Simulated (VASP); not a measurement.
# Cd2Se3 (P6_3mc) in VASP: relaxation of cell and atoms with PBE

Aim: the relaxation of cell and atoms of Cd2Se3 with PBE.

Program: VASP 6.6.1. These are calculated values, not measurements. Logs are shortened: lines on timing, memory, paths and dates and some standing lists are left out, and cuts for length are marked.

## 1. The cell of the first run

Symmetry: P6_3mc, No. 186, hexagonal system. Conventional cell: a = 6.884 Å, b = 6.884 Å, c = 7.809 Å, α = 90.00°, β = 90.00°, γ = 120.00°. Cd (site symmetry 3m) has 6 Se at 2.54 to 3.05 Å and 1 Cd at 2.57 Å within 3.3 Å. Cd (site symmetry 3m) has 3 Se at 2.35 Å and 1 Cd at 2.57 Å within 3.1 Å. Within 3.1 Å of Se (site symmetry m) lie 3 Cd at 2.35 to 3.05 Å and 2 Se at 2.93 Å.

The cell was generated, and may not be a known phase.

## 2. Relaxation of cell and atoms, PBE

File INCAR:

```
PREC     = Accurate       # precision mode
ENCUT    = 600            # plane-wave cutoff, eV
EDIFF    = 1E-6           # SCF threshold, eV
ISMEAR   = 0              # smearing method
SIGMA    = 0.2            # smearing width, eV
LREAL    = F              # projectors in reciprocal space
LASPH    = T              # aspherical terms in the spheres
NELM     = 80             # most SCF steps
ALGO     = Normal         # electronic algorithm
ISIF     = 3              # what is computed and relaxed
LWAVE    = F              # write WAVECAR
LCHARG   = F              # write CHGCAR
GGA      = PE             # functional
IBRION   = 2              # ionic algorithm
NSW      = 36             # ionic steps
EDIFFG   = -0.08          # ionic threshold
```

File KPOINTS:

```
regular mesh
0
Gamma
  3 3 2
```

File POSCAR:

```
Cd2Se3
1.0
    6.8840916700      0.0000000000      0.0000000000
   -3.4420458400      5.9617982700      0.0000000000
    0.0000000000      0.0000000000      7.8088652600
Cd Se
4 6
Direct
    0.3333333300      0.6666666700      0.6216035100
    0.6666666700      0.3333333300      0.1216035100
    0.3333333300      0.6666666700      0.2919730300
    0.6666666700      0.3333333300      0.7919730300
    0.5247421700      0.4752578300      0.3633507700
    0.5247421700      0.0494843400      0.3633507700
    0.9505156600      0.4752578300      0.3633507700
    0.4752578300      0.5247421700      0.8633507700
    0.4752578300      0.9505156600      0.8633507700
    0.0494843400      0.5247421700      0.8633507700
```

Potentials or basis: VASP PAW PBE potentials, release 64 (Cd, Se).

Command:

```sh
$ cat potpaw_PBE.64/Cd/POTCAR potpaw_PBE.64/Se/POTCAR > POTCAR
$ mpirun -np 1 vasp_std > vasp.out
```

OUTCAR:

```text
PREC = Accurate
   ENCUT = 600
   EDIFF = 1E-6
   ISMEAR = 0
   LREAL = F
   LASPH = T
   NELM = 80
   ISIF = 3
   GGA = PE
   IBRION = 2
   NSW = 36
   EDIFFG = -0.08

 ion  position               nearest neighbor table
   1  0.333  0.667  0.622-  10 2.54   9 2.54   8 2.54   3 2.57   7 3.05   6 3.05   5 3.05
   2  0.667  0.333  0.122-   7 2.54   6 2.54   5 2.54   4 2.57  10 3.05   9 3.05   8 3.05
   3  0.333  0.667  0.292-   7 2.35   6 2.35   5 2.35   1 2.57
   4  0.667  0.333  0.792-  10 2.35   9 2.35   8 2.35   2 2.57
   5  0.525  0.475  0.363-   3 2.35   2 2.54   1 3.05
   6  0.525  0.049  0.363-   3 2.35   2 2.54   1 3.05
   7  0.951  0.475  0.363-   3 2.35   2 2.54   1 3.05
   8  0.475  0.525  0.863-   4 2.35   1 2.54   2 3.05
   9  0.475  0.951  0.863-   4 2.35   1 2.54   2 3.05
  10  0.049  0.525  0.863-   4 2.35   1 2.54   2 3.05

  LATTYP: Found a hexagonal cell.
 ALAT       =     6.8840916700
 C/A-ratio  =     1.1343348744

  Lattice vectors:

 A1 = (   6.8840916700,   0.0000000000,   0.0000000000)
 A2 = (  -3.4420458400,   5.9617982700,   0.0000000000)
 A3 = (   0.0000000000,   0.0000000000,   7.8088652600)

Analysis of symmetry for initial positions (statically):
=====================================================================
 Subroutine PRICEL returns:
 Original cell was already a primitive cell.

 Routine SETGRP: Setting up the symmetry group for a
 hexagonal supercell.

 Subroutine GETGRP returns: Found 12 space group operations
 (whereof  6 operations were pure point group operations)
 out of a pool of 24 trial point group operations.

The static configuration has the point symmetry C_3v.
 The point group associated with its full space group is C_6v.

Analysis of symmetry for dynamics (positions and initial velocities):
=====================================================================
 Subroutine PRICEL returns:
 Original cell was already a primitive cell.

 Routine SETGRP: Setting up the symmetry group for a
 hexagonal supercell.

 Subroutine GETGRP returns: Found 12 space group operations
 (whereof  6 operations were pure point group operations)
 out of a pool of 24 trial point group operations.

The dynamic configuration has the point symmetry C_3v.
 The point group associated with its full space group is C_6v.

 Subroutine INISYM returns: Found 12 space group operations
 (whereof  6 operations are pure point group operations),
 and found     1 'primitive' translations

----------------------------------------------------------------------------------------

                                     Primitive cell

  volume of cell :     320.4881

  direct lattice vectors                    reciprocal lattice vectors
     6.884091670  0.000000000  0.000000000     0.145262447  0.083867313  0.000000000
    -3.442045840  5.961798270  0.000000000     0.000000000  0.167734625  0.000000000
     0.000000000  0.000000000  7.808865260     0.000000000  0.000000000  0.128059579

  length of vectors
     6.884091670  6.884091674  7.808865260     0.167734626  0.167734625  0.128059579

  position of ions in fractional coordinates (direct lattice)
     0.333333330  0.666666670  0.621603510
     0.666666670  0.333333330  0.121603510
     0.333333330  0.666666670  0.291973030
     0.666666670  0.333333330  0.791973030
     0.524742170  0.475257830  0.363350770
     0.524742170  0.049484340  0.363350770
     0.950515660  0.475257830  0.363350770
     0.475257830  0.524742170  0.863350770
     0.475257830  0.950515660  0.863350770
     0.049484340  0.524742170  0.863350770

  ion indices of the primitive-cell ions
   primitive index   ion index
                 1           1
                 2           2
                 3           3
                 4           4
                 5           5
                 6           6
                 7           7
                 8           8
                 9           9
                10          10

----------------------------------------------------------------------------------------

 KPOINTS: regular mesh

Automatic generation of k-mesh.
 Grid dimensions read from file:
 generate k-points for:    3    3    2

 Generating k-lattice:

  Cartesian coordinates                     Fractional coordinates (reciprocal lattice)
     0.048420816  0.027955771  0.000000000     0.333333333  0.000000000  0.000000000
     0.000000000  0.055911542  0.000000000     0.000000000  0.333333333  0.000000000
     0.000000000  0.000000000  0.064029790     0.000000000  0.000000000  0.500000000

  Length of vectors
     0.055911542  0.055911542  0.064029790

  Shift w.r.t. Gamma in fractional coordinates (k-lattice)
     0.000000000  0.000000000  0.000000000

 Subroutine IBZKPT returns following result:
 ===========================================

 Found      6 irreducible k-points:

 Following reciprocal coordinates:
            Coordinates               Weight
  0.000000  0.000000  0.000000      1.000000
  0.333333  0.000000  0.000000      6.000000
  0.333333  0.333333  0.000000      2.000000
  0.000000  0.000000  0.500000      1.000000
  0.333333  0.000000  0.500000      6.000000
  0.333333  0.333333  0.500000      2.000000
   k-points           NKPTS =      6   k-points in BZ     NKDIM =      6   number of bands    NBANDS=     50
   number of dos      NEDOS =    301   number of ions     NIONS =     10
   total plane-waves  NPLWV = 200704
   dimension x,y,z NGX =    56 NGY =   56 NGZ =   64
   dimension x,y,z NGXF=   112 NGYF=  112 NGZF=  128
   ions per type =               4   6
   NGX,Y,Z   is equivalent  to a cutoff of  13.52, 13.52, 13.63 a.u.
   NGXF,Y,Z  is equivalent  to a cutoff of  27.05, 27.05, 27.25 a.u.
 SYSTEM =  unknown system
   PREC   = accura    normal or accurate (medium, high low for compatibility)
   ISTART =      0    job   : 0-new  1-cont  2-samecut
   ICHARG =      2    charge: 1-file 2-atom 10-const
   ISPIN  =      1    spin polarized calculation?
   LNONCOLLINEAR =      F non collinear calculations
   LSORBIT =      F    spin-orbit coupling
   LASPH  =      T    aspherical Exc in radial PAW
   ENCUT  =  600.0 eV  44.10 Ry    6.64 a.u.  13.75 13.75 15.60*2*pi/ulx,y,z
   NELM   =     80;   NELMIN=  2; NELMDL= -5     # of ELM steps
   EDIFF  = 0.1E-05   stopping-criterion for ELM
   LREAL  =      F    real-space projection
   EDIFFG = -.8E-01   stopping-criterion for IOM
   NSW    =     36    number of steps for IOM
   IBRION =      2    ionic relax: 0-MD 1-quasi-New 2-CG
   NFREE  =      1    steps in history (QN), initial steepest desc. (CG)
   ISIF   =      3    stress and relaxation
   ISYM   =      2    0-nonsym 1-usesym 2-fastsym
   POTIM  = 0.5000    time-step for ionic-motion
   TEBEG  =    0.0;   TEEND  =   0.0 temperature during run
   PSTRESS=    0.0 pullay stress
   NELECT =      84.0000    total number of electrons
   NUPDOWN=      -1.0000    fix difference up-down
   EMIN   =  10.00;   EMAX   =-10.00  energy-range for DOS
   EFERMI =   0.00;   METHOD = LEGACY
   ISMEAR =     0;   SIGMA  =   0.20  broadening in eV -4-tet -1-fermi 0-gaus
   EFERMI_NEDOS =   21; number of points for ismear=-14 and -15
   IALGO  =     38    algorithm
   IMIX   =      4    mixing-type and parameters
     AMIX     =   0.40;   BMIX     =  1.00
     AMIX_MAG =   1.60;   BMIX_MAG =  1.00
  volume/ion in A,a.u.               =      32.05       216.28
  Fermi-wavevector in a.u.,A,eV,Ry     =   1.047685  1.979837 14.934346  1.097643
  Thomas-Fermi vector in A             =   2.182575
   LORBIT       =      0    0 simple, 1 ext, 2 COOP (PROOUT), +10 PAW based schemes
   GGA     = PE    functional components
   LHFCALC =     F    Hartree Fock is set to
   AEXX    =    0.0000 exact exchange contribution
   IVDW    =     0    specifies the selected vdW correction
   LEPSILON=     F    determine dielectric tensor
   LRPA    =     F    only Hartree local field effects (RPA)
 conjugate gradient relaxation of ions
 non-spin polarized calculation
 Gauss-broadening in eV      SIGMA  =   0.20
  energy-cutoff  :      600.00
  volume of cell :      320.49
 maximum number of plane-waves:     10717
 NGX is ok and might be reduce to    56
   NGX = 27   NGY = 27   NGZ = 31

--------------------------------------- Ionic step        1  -------------------------------------------

 number of electron      83.9999991 magnetization

 Free energy of the ion-electron system (eV)
  ---------------------------------------------------
  ext. energy  EPLUGINS =         0.00000000
  ---------------------------------------------------
  free energy    TOTEN  =       -19.44766307 eV

  energy without entropy =      -19.40692252  energy(sigma->0) =      -19.42729280

------------------------ aborting loop because EDIFF is reached ----------------------------------------

  FORCE on cell =-STRESS in cart. coord.  units (eV):
  Direction    XX          YY          ZZ          XY          YZ          ZX
  --------------------------------------------------------------------------------------
  -------------------------------------------------------------------------------------
  Total       24.2485875     24.2485875     25.9696366     -0.0000000     -0.0000000      0.0000000
  in kB      121.2230415    121.2230416    129.8268753     -0.0000001     -0.0000000      0.0000000
  external PRESSURE =     124.0909861 kB  Pullay stress =       0.0000000 kB
[... 113 lines left out ...]
  FREE ENERGIE OF THE ION-ELECTRON SYSTEM (eV)
  ---------------------------------------------------
  free  energy   TOTEN  =       -22.4987274985 eV

  energy  without entropy=      -22.4341334899  energy(sigma->0) =      -22.46643049

 E-fermi :  -0.0692     XC(G=0):  -7.3724

 val. band max:       -0.2551542543   @ k =   0.3333   0.3333   0.5000
 cond. band min:       0.1700990106   @ k =   0.0000   0.0000   0.0000
 fundamental gap:      0.4252532649
 Fermi energy:        -0.0691573639

 k-point     1 :       0.0000    0.0000    0.0000
  band No.  band energies     occupation
      1     -13.4584      2.00000
      2     -13.2745      2.00000
      3     -12.1438      2.00000
      4     -12.1438      2.00000
      5     -12.1225      2.00000
      6     -12.1225      2.00000
[... 307 lines left out ...]
     49       4.2572      0.00000
     50       4.2572      0.00000

[... ionic steps 4 to 23 ...]

--------------------------------------- Ionic step       24  -------------------------------------------

 number of electron      84.0000011 magnetization

------------------------ aborting loop because EDIFF is reached ----------------------------------------
[... 83 lines left out ...]
--------------------------------------- Ionic step       26  -------------------------------------------

 number of electron      84.0000002 magnetization

 Free energy of the ion-electron system (eV)
  ---------------------------------------------------
  ext. energy  EPLUGINS =         0.00000000
  ---------------------------------------------------
  free energy    TOTEN  =       -24.38458881 eV

  energy without entropy =      -24.36217134  energy(sigma->0) =      -24.37338008

 E-fermi :   0.6219     XC(G=0):  -8.0212

 val. band max:        0.3876291666   @ k =   0.3333   0.0000   0.0000
 cond. band min:       0.7576484659   @ k =   0.3333   0.3333   0.0000
 fundamental gap:      0.3700192992
 Fermi energy:         0.6218567251

 k-point     1 :       0.0000    0.0000    0.0000
  band No.  band energies     occupation
      1     -12.7751      2.00000
      2     -12.3294      2.00000
      3     -11.4363      2.00000
      4     -11.4363      2.00000
      5     -11.4230      2.00000
      6     -11.4230      2.00000
[... 344 lines left out ...]
  FREE ENERGIE OF THE ION-ELECTRON SYSTEM (eV)
  ---------------------------------------------------
  free  energy   TOTEN  =       -24.3845888106 eV

  energy  without entropy=      -24.3621713412  energy(sigma->0) =      -24.37338008

 reached required accuracy - stopping structural energy minimisation
```

It took 49 min on 1 thread of Intel Xeon Platinum 8488C (Sapphire Rapids), shared host; peak memory 0.54 GiB.

What came out:

```
Free energy                           : -24.3846 eV
Relaxed volume                        : 32.37 Å³/atom
Relaxed cell                          : a = 6.743 Å, b = 6.743 Å, c = 8.221 Å, α = 90.00°, β = 90.00°, γ = 120.00°
Space group after relaxing (to 0.1 Å) : P6/mmm (No. 191)
Energy gained by relaxing             : 493.7 meV/atom
Ionic steps                           : 26
Pressure after relaxing               : 0.0 GPa
Largest force after relaxing          : 0.061 eV/Å
Band gap on the k mesh                : zero (bands 42 and 43 overlap by 1.10 eV)
```

Forces on the atoms (eV/Å):
```
Cd   0.000  0.000 -0.021
Cd   0.000  0.000 -0.021
Cd   0.000  0.000 -0.061
Cd   0.000  0.000 -0.061
Se  -0.008  0.004  0.027
Se   0.000 -0.009  0.027
Se   0.008  0.004  0.027
Se   0.008 -0.004  0.027
Se   0.000  0.009  0.027
Se  -0.008 -0.004  0.027
```

The path:
```tsv
step	energy change (eV)	largest force (eV/Å)	pressure (GPa)	volume (Å³)
1	0.0000	3.5340	12.41	320.49
2	-2.3712	0.3427	-3.32	449.95
3	-3.0511	0.6440	-0.40	397.31
4	-3.0505	0.6806	-0.27	395.66
5	-3.1402	0.6111	-0.26	392.27
6	-3.2925	0.5334	-0.13	381.84
7	-3.3129	0.5442	-0.03	376.97
8	-3.3991	0.5474	-0.21	374.25
9	-3.6748	0.5935	-0.68	366.17
10	-4.2412	0.4876	-1.13	350.36
11	-3.6866	1.7210	3.73	320.10
12	-4.4096	0.3726	-0.90	343.53
13	-4.4503	0.7716	0.40	331.61
14	-4.4938	0.4510	-0.43	337.45
15	-4.4968	0.5018	-0.32	336.40
16	-4.5790	0.7017	0.80	326.51
17	-4.5806	0.7341	1.01	324.85
18	-4.6418	0.6480	0.78	325.82
19	-4.7621	0.3930	0.24	328.71
20	-4.7723	0.1833	-0.23	334.33
21	-4.8008	0.1433	-0.10	331.90
22	-4.8635	0.1052	-0.29	331.35
23	-4.9204	0.0886	-0.63	329.99
24	-4.9280	0.1217	0.51	319.65
25	-4.9339	0.1083	0.03	323.70
26	-4.9369	0.0608	0.03	323.68
```

Final structure:
```
CELL_PARAMETERS angstrom
6.74257 0.00000 0.00000
-3.37128 5.83923 0.00000
0.00000 0.00000 8.22121
ATOMIC_POSITIONS crystal
Cd 0.33333 0.66667 0.64914
Cd 0.66667 0.33333 0.14914
Cd 0.33333 0.66667 0.15367
Cd 0.66667 0.33333 0.65367
Se 0.50091 0.49909 0.40027
Se 0.50092 0.00183 0.40027
Se 0.99817 0.49909 0.40027
Se 0.49908 0.50091 0.90027
Se 0.49909 0.99817 0.90027
Se 0.00183 0.50091 0.90027
```

Caveat: the k points lie up to 0.38 Å⁻¹ apart in the final cell, too coarse for converged energies and pressures of a metal; the relaxation stopped at a loose force limit of 0.08 eV/Å, so its end isn't a converged minimum.

The gap in the log of VASP goes by the Fermi energy; the results here count the filled bands.